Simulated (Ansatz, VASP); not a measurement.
**One calculation of Si, two programs**

```
CELL_PARAMETERS angstrom
0.00000 2.70097 2.70097
2.70097 0.00000 2.70097
2.70097 2.70097 0.00000
ATOMIC_POSITIONS crystal
Si 0.87500 0.87500 0.87500
Si 0.12500 0.12500 0.12500
```

Alike in both runs: functional LDA; k mesh 11 × 11 × 11; occupations fermi-dirac, width 0.02 eV; no spin polarisation.

Ansatz relaxed the structure, and its values are those at the end. VASP's run is a single point on that final structure, the one shown.

```csv
,VASP,Ansatz
version,VASP 6.6.1,Ansatz 0.2.0
potentials or method,"VASP PAW LDA potentials, release 64 (Si)","PAW with Ansatz's default frozen-core files, scalar-relativistic"
plane-wave cutoff (eV),520,420
valence electrons in the cell,8,8
```

|  | VASP | Ansatz | Ansatz less VASP |
| --- | --- | --- | --- |
| pressure (GPa) | 0.0 | 0.0 | -0.04 |

LDA's correlation is that of Perdew and Zunger in VASP and of Perdew and Wang (1992) in Ansatz.
